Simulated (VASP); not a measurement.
Wanted: the native input for a VASP 6.6.1 run.

```yaml
Task: single point
Functional: BLYP
Potentials_or_basis: VASP PAW PBE potentials, release 64 (Se)
Cutoff: 520 eV
k_mesh: 14 × 14 × 14
Occupations: fermi-dirac, width 0.1 eV
Spin: no spin polarisation
Dipole_correction: no
Further_INCAR_settings: ALGO = Normal; EDIFF = 1e-06; NBANDS = 9
```

The structure of Se lies in POSCAR:

```
Se
1.0
   -1.7345760967      1.7345760967      1.7345760967
    1.7345760967     -1.7345760967      1.7345760967
    1.7345760967      1.7345760967     -1.7345760967
Se
1
Direct
    0.0000000000      0.0000000000      0.0000000000
```

This cell differs from its parent crystal: volume scaled by 0.92.

These files were run (other wordings do the same):

INCAR

```
SYSTEM = Se
PREC     = Accurate       ! precision mode
ENCUT    = 520            ! plane-wave cutoff, eV
EDIFF    = 1E-6           ! SCF threshold, eV
ISMEAR   = -1             ! smearing method
SIGMA    = 0.1            ! smearing width, eV
LREAL    = .False.        ! projectors in reciprocal space
LASPH    = .True.         ! aspherical terms in the spheres
NELM     = 100            ! most SCF steps
ALGO     = Normal         ! electronic algorithm
ISIF     = 2              ! what is computed and relaxed
LWAVE    = .False.        ! write WAVECAR
LCHARG   = .True.         ! write CHGCAR
GGA      = B5             ! functional
ALDAX    = 1.0          
AGGAX    = 1.0          
AGGAC    = 1.0          
ALDAC    = 0.0          
LELF     = .True.         ! ELF
LVHAR    = .True.       
NBANDS   = 9              ! bands
```

KPOINTS

```
Automatic mesh
0
Gamma
  14 14 14
  0 0 0
```

Potentials or basis: VASP PAW PBE potentials, release 64 (Se).

Run with:

```console
$ cat potpaw_PBE.64/Se/POTCAR > POTCAR
$ mpirun -np 1 vasp_std > vasp.out
```

Results of the run:

| Item | Value |
| --- | --- |
| Pressure | 5.9 GPa |
| Band gap on the k mesh | zero (band 3 reaches 8.33 eV, above the bottom of band 4 at 2.50 eV) |

Caveat: the PAW data sets were made with another functional, which shifts forces and pressure a little.

It took 8.5 s on 1 thread of Intel(R) Xeon(R) 6975P-C (Granite Rapids), with other jobs on the host, peak memory 0.15 GiB.
